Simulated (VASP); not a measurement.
# Zr in VASP: single point with PBE

Aim: the single point of Zr with PBE.

Program: VASP 6.6.1. These are calculated values, not measurements. Logs are shortened: lines on timing, memory, paths and dates and some standing lists are left out, and cuts for length are marked.

## Step 1: The cell of the first run

The cell holds a slab with vacuum, 6 atoms: a = 3.233 Å, b = 6.097 Å, c = 20.334 Å, α = 90.00°, β = 90.00°, γ = 105.37°.

## Step 2: Single point, PBE

INCAR

```
PREC = Accurate
ENCUT = 520
EDIFF = 1E-6
ISMEAR = 0
SIGMA = 0.1
LREAL = False
LASPH = True
NELM = 100
ALGO = Normal
ISIF = 2
LWAVE = False
LCHARG = True
LDIPOL = True
IDIPOL = 3
DIPOL = 0.5 0.5 0.500
GGA = PE
LELF = True
LVHAR = True
LVACPOTAV = True
ISYM = 0
NBANDS = 45
```

KPOINTS

```
Automatic mesh
0
Gamma
  11 6 1
```

POSCAR

```
Zr
1.0
    3.2327898661      0.0000000000      0.0000000000
   -1.6163949330      5.8786051464      0.0000000000
    0.0000000000      0.0000000000     20.3338712280
Zr
6
Direct
    0.7856590942      0.5713181884      0.3688427017
    0.0545601641      0.1091203282      0.3890207476
    0.3990655137      0.7981310273      0.4899109771
    0.6679665836      0.3359331671      0.5100890229
    0.0124719331      0.0249438662      0.6109792524
    0.2813730030      0.5627460060      0.6311572983
```

Potentials or basis: VASP PAW PBE potentials, release 64 (Zr_sv).

Run with:

```
$ cat potpaw_PBE.64/Zr_sv/POTCAR > POTCAR
$ mpirun -np 1 vasp_std > vasp.out
```

OUTCAR:

```text
PREC = Accurate
   ENCUT = 520
   EDIFF = 1E-6
   ISMEAR = 0
   LREAL = False
   LASPH = True
   NELM = 100
   ISIF = 2
   GGA = PE
   ISYM = 0

 ion  position               nearest neighbor table
   1  0.786  0.571  0.369-   4 3.19   2 3.19   2 3.19   2 3.19   3 3.23   3 3.23
   2  0.055  0.109  0.389-   1 3.19   1 3.19   1 3.19   3 3.19   3 3.19   4 3.23   4 3.23
   3  0.399  0.798  0.490-   6 3.19   4 3.19   4 3.19   4 3.19   2 3.19   2 3.19   5 3.23   5 3.23
                             1 3.23   1 3.23
   4  0.668  0.336  0.510-   1 3.19   3 3.19   3 3.19   3 3.19   5 3.19   5 3.19   2 3.23   2 3.23
                             6 3.23   6 3.23
   5  0.012  0.025  0.611-   6 3.19   6 3.19   6 3.19   4 3.19   4 3.19   3 3.23   3 3.23
   6  0.281  0.563  0.631-   3 3.19   5 3.19   5 3.19   5 3.19   4 3.23   4 3.23

IMPORTANT INFORMATION: All symmetrisations will be switched off!
NOSYMM: (Re-)initialisation of all symmetry stuff for point group C_1.

----------------------------------------------------------------------------------------

                                     Primitive cell

  volume of cell :     386.4309

  direct lattice vectors                    reciprocal lattice vectors
     3.232789866  0.000000000  0.000000000     0.309330344  0.085054190  0.000000000
    -1.616394933  5.878605146  0.000000000     0.000000000  0.170108380  0.000000000
     0.000000000  0.000000000 20.333871228     0.000000000  0.000000000  0.049179027

  length of vectors
     3.232789866  6.096780384 20.333871228     0.320810656  0.170108380  0.049179027

  position of ions in fractional coordinates (direct lattice)
     0.785659094  0.571318188  0.368842702
     0.054560164  0.109120328  0.389020748
     0.399065514  0.798131027  0.489910977
     0.667966584  0.335933167  0.510089023
     0.012471933  0.024943866  0.610979252
     0.281373003  0.562746006  0.631157298

  ion indices of the primitive-cell ions
   primitive index   ion index
                 1           1
                 2           2
                 3           3
                 4           4
                 5           5
                 6           6

----------------------------------------------------------------------------------------

 KPOINTS: Automatic mesh

Automatic generation of k-mesh.
 Grid dimensions read from file:
 generate k-points for:   11    6    1

 Generating k-lattice:

  Cartesian coordinates                     Fractional coordinates (reciprocal lattice)
     0.028120940  0.007732199  0.000000000     0.090909091  0.000000000  0.000000000
     0.000000000  0.028351397  0.000000000     0.000000000  0.166666667  0.000000000
     0.000000000  0.000000000  0.049179027     0.000000000  0.000000000  1.000000000

  Length of vectors
     0.029164605  0.028351397  0.049179027

  Shift w.r.t. Gamma in fractional coordinates (k-lattice)
     0.000000000  0.000000000  0.000000000

 -----------------------------------------------------------------------------
|                                                                             |
|           W    W    AA    RRRRR   N    N  II  N    N   GGGG   !!!           |
|           W    W   A  A   R    R  NN   N  II  NN   N  G    G  !!!           |
|           W    W  A    A  R    R  N N  N  II  N N  N  G       !!!           |
|           W WW W  AAAAAA  RRRRR   N  N N  II  N  N N  G  GGG   !            |
|           WW  WW  A    A  R   R   N   NN  II  N   NN  G    G                |
|           W    W  A    A  R    R  N    N  II  N    N   GGGG   !!!           |
|                                                                             |
|     Your reciprocal lattice and k-lattice belong to different lattice       |
|     classes:                                                                |
|                                                                             |
|        The reciprocal lattice is base centered orthorhombic,                |
|        whereas your k-lattice is simple monoclinic.                         |
|                                                                             |
|     Results are often still useful ...                                      |
|                                                                             |
 -----------------------------------------------------------------------------

 WARNING: IBZKPT: internal override: KBLOWUP is changed to .FALSE.
      ... skipping the blow-up phase ...

 Subroutine IBZKPT returns following result:
 ===========================================

 Found     34 irreducible k-points:

 Following reciprocal coordinates:
            Coordinates               Weight
  0.000000  0.000000  0.000000      1.000000
  0.090909 -0.000000  0.000000      2.000000
  0.181818 -0.000000  0.000000      2.000000
  0.272727 -0.000000  0.000000      2.000000
  0.363636 -0.000000  0.000000      2.000000
  0.454545 -0.000000  0.000000      2.000000
[... 16 lines left out ...]
  0.454545  0.333333  0.000000      2.000000
 -0.454545  0.333333  0.000000      2.000000
 [... further k-points ...]
   k-points           NKPTS =     34   k-points in BZ     NKDIM =     34   number of bands    NBANDS=     45
   number of dos      NEDOS =    301   number of ions     NIONS =      6
   total plane-waves  NPLWV = 184320
   dimension x,y,z NGX =    24 NGY =   48 NGZ =  160
   dimension x,y,z NGXF=    48 NGYF=   96 NGZF=  320
   ions per type =               6
   NGX,Y,Z   is equivalent  to a cutoff of  12.34, 13.09, 13.08 a.u.
   NGXF,Y,Z  is equivalent  to a cutoff of  24.68, 26.18, 26.16 a.u.
 SYSTEM =  unknown system
   PREC   = accura    normal or accurate (medium, high low for compatibility)
   ISTART =      0    job   : 0-new  1-cont  2-samecut
   ICHARG =      2    charge: 1-file 2-atom 10-const
   ISPIN  =      1    spin polarized calculation?
   LNONCOLLINEAR =      F non collinear calculations
   LSORBIT =      F    spin-orbit coupling
   LASPH  =      T    aspherical Exc in radial PAW
   ENCUT  =  520.0 eV  38.22 Ry    6.18 a.u.   6.01 11.34 37.81*2*pi/ulx,y,z
   NELM   =    100;   NELMIN=  2; NELMDL= -5     # of ELM steps
   EDIFF  = 0.1E-05   stopping-criterion for ELM
   LREAL  =      F    real-space projection
   EDIFFG = 0.1E-04   stopping-criterion for IOM
   NSW    =      0    number of steps for IOM
   IBRION =     -1    ionic relax: 0-MD 1-quasi-New 2-CG
   NFREE  =      0    steps in history (QN), initial steepest desc. (CG)
   ISIF   =      2    stress and relaxation
   ISYM   =      0    0-nonsym 1-usesym 2-fastsym
   POTIM  = 0.5000    time-step for ionic-motion
   TEBEG  =    0.0;   TEEND  =   0.0 temperature during run
   PSTRESS=    0.0 pullay stress
   NELECT =      72.0000    total number of electrons
   NUPDOWN=      -1.0000    fix difference up-down
   EMIN   =  10.00;   EMAX   =-10.00  energy-range for DOS
   EFERMI =   0.00;   METHOD = LEGACY
   ISMEAR =     0;   SIGMA  =   0.10  broadening in eV -4-tet -1-fermi 0-gaus
   EFERMI_NEDOS =   21; number of points for ismear=-14 and -15
   IALGO  =     38    algorithm
   IMIX   =      4    mixing-type and parameters
     AMIX     =   0.40;   BMIX     =  1.00
     AMIX_MAG =   1.60;   BMIX_MAG =  1.00
  volume/ion in A,a.u.               =      64.41       434.63
  Fermi-wavevector in a.u.,A,eV,Ry     =   0.935036  1.766962 11.895472  0.874293
  Thomas-Fermi vector in A             =   2.061902
   LORBIT       =      0    0 simple, 1 ext, 2 COOP (PROOUT), +10 PAW based schemes
   GGA     = PE    functional components
   LHFCALC =     F    Hartree Fock is set to
   AEXX    =    0.0000 exact exchange contribution
   IVDW    =     0    specifies the selected vdW correction
   LEPSILON=     F    determine dielectric tensor
   LRPA    =     F    only Hartree local field effects (RPA)
 non-spin polarized calculation
 Gauss-broadening in eV      SIGMA  =   0.10
  energy-cutoff  :      520.00
  volume of cell :      386.43
 maximum number of plane-waves:     10455
   NGX = 13   NGY = 23   NGZ = 75

 dipolmoment           0.000000      0.000000     -0.000010 electrons x Angstroem

 number of electron      72.0000000 magnetization

 dipolmoment           0.000000      0.000000      0.000001 electrons x Angstroem

 Free energy of the ion-electron system (eV)
  ---------------------------------------------------
  ext. energy  EPLUGINS =         0.00000000
  ---------------------------------------------------
  free energy    TOTEN  =       -47.21124653 eV

  energy without entropy =      -47.15128368  energy(sigma->0) =      -47.18126510

 E-fermi :   0.9672     XC(G=0):  -5.0477

 val. band max:        0.9542798904   @ k =   0.1818  -0.0000   0.0000
 cond. band min:       0.9718495634   @ k =  -0.1818   0.1667   0.0000
 fundamental gap:      0.0175696730
 Fermi energy:         0.9672226354

 k-point     1 :       0.0000    0.0000    0.0000
  band No.  band energies     occupation
      1     -48.1053      2.00000
      2     -48.0997      2.00000
      3     -47.9826      2.00000
      4     -47.9781      2.00000
      5     -47.7520      2.00000
      6     -47.6880      2.00000
[... 37 lines left out ...]
     44       2.5060      0.00000
     45       2.6243      0.00000

 k-point     2 :       0.0909   -0.0000    0.0000
  band No.  band energies     occupation
      1     -48.1009      2.00000
      2     -48.0956      2.00000
      3     -47.9799      2.00000
      4     -47.9756      2.00000
      5     -47.7482      2.00000
      6     -47.6860      2.00000
[... 37 lines left out ...]
     44       2.3422      0.00000
     45       2.5414      0.00000

 k-point     3 :       0.1818   -0.0000    0.0000
  band No.  band energies     occupation
      1     -48.0889      2.00000
      2     -48.0847      2.00000
      3     -47.9725      2.00000
      4     -47.9690      2.00000
      5     -47.7376      2.00000
      6     -47.6810      2.00000
[... 37 lines left out ...]
     44       2.3068      0.00000
     45       2.4515      0.00000

 k-point     4 :       0.2727   -0.0000    0.0000
  band No.  band energies     occupation
      1     -48.0731      2.00000
      2     -48.0703      2.00000
      3     -47.9629      2.00000
      4     -47.9605      2.00000
      5     -47.7228      2.00000
      6     -47.6752      2.00000
[... 901 lines left out ...]
     44       2.5899      0.00000
     45       2.7006      0.00000

 k-point    23 :       0.4545    0.3333    0.0000
  band No.  band energies     occupation
      1     -48.0486      2.00000
      2     -48.0483      2.00000
      3     -47.9496      2.00000
      4     -47.9492      2.00000
      5     -47.6932      2.00000
      6     -47.6748      2.00000
[... 37 lines left out ...]
     44       2.8225      0.00000
     45       3.1032      0.00000

 k-point    24 :      -0.4545    0.3333    0.0000
  band No.  band energies     occupation
      1     -48.0501      2.00000
      2     -48.0497      2.00000
      3     -47.9480      2.00000
      4     -47.9478      2.00000
      5     -47.6989      2.00000
      6     -47.6690      2.00000
[... 37 lines left out ...]
     44       2.8347      0.00000
     45       3.0318      0.00000

 [... further k-points ...]
[... 5 lines left out ...]
  --------------------------------------------------------------------------------------
  -------------------------------------------------------------------------------------
  Total       -6.2903821     -4.4656504     -3.7246258      0.0110631     -0.9715897     -0.0042773
  in kB      -26.0804918    -18.5149896    -15.4426344      0.0458686     -4.0282987     -0.0177341
  external PRESSURE =     -20.0127053 kB  Pullay stress =       0.0000000 kB

 VOLUME and BASIS-vectors are now :
 -----------------------------------------------------------------------------
  energy-cutoff  :      520.00
  volume of cell :      386.43
      direct lattice vectors                 reciprocal lattice vectors
     3.232789866  0.000000000  0.000000000     0.309330344  0.085054190  0.000000000
    -1.616394933  5.878605146  0.000000000     0.000000000  0.170108380  0.000000000
     0.000000000  0.000000000 20.333871228     0.000000000  0.000000000  0.049179027

 POSITION                                       TOTAL-FORCE (eV/Angst)
 -----------------------------------------------------------------------------------
      1.61639      3.35855      7.50000         0.000861     -0.036016      0.527672
      0.00000      0.64148      7.91030        -0.000113      0.262792      0.200589
      0.00000      4.69190      9.96179         0.000893     -0.054646     -0.124554
      1.61639      1.97482     10.37208        -0.000925      0.054630      0.124531
      0.00000      0.14664     12.42357         0.000118     -0.262793     -0.200595
      0.00000      3.30816     12.83387        -0.000833      0.036033     -0.527643
 -----------------------------------------------------------------------------------
    total drift:                                0.000030      0.000031      0.000045

  FREE ENERGIE OF THE ION-ELECTRON SYSTEM (eV)
  ---------------------------------------------------
  free  energy   TOTEN  =       -47.2112465263 eV

  energy  without entropy=      -47.1512836813  energy(sigma->0) =      -47.18126510

 vacuum level on the upper side and lower side of the slab         4.744         4.744
```

Run time: 26 min. Hardware: 1 thread of Intel Xeon Platinum 8259CL at 2.50GHz (Skylake/Cascade Lake), shared host; peak memory 0.66 GiB.

Results:

```
Free energy            : -47.2112 eV
Largest force          : 0.529 eV/Å
Band gap on the k mesh : zero (bands 36 and 37 overlap by 0.32 eV)
```

Forces in eV/Å, atoms in the order of the input:
```
Zr   0.001 -0.036  0.528
Zr   0.000  0.263  0.201
Zr   0.001 -0.055 -0.125
Zr  -0.001  0.055  0.125
Zr   0.000 -0.263 -0.201
Zr  -0.001  0.036 -0.528
```
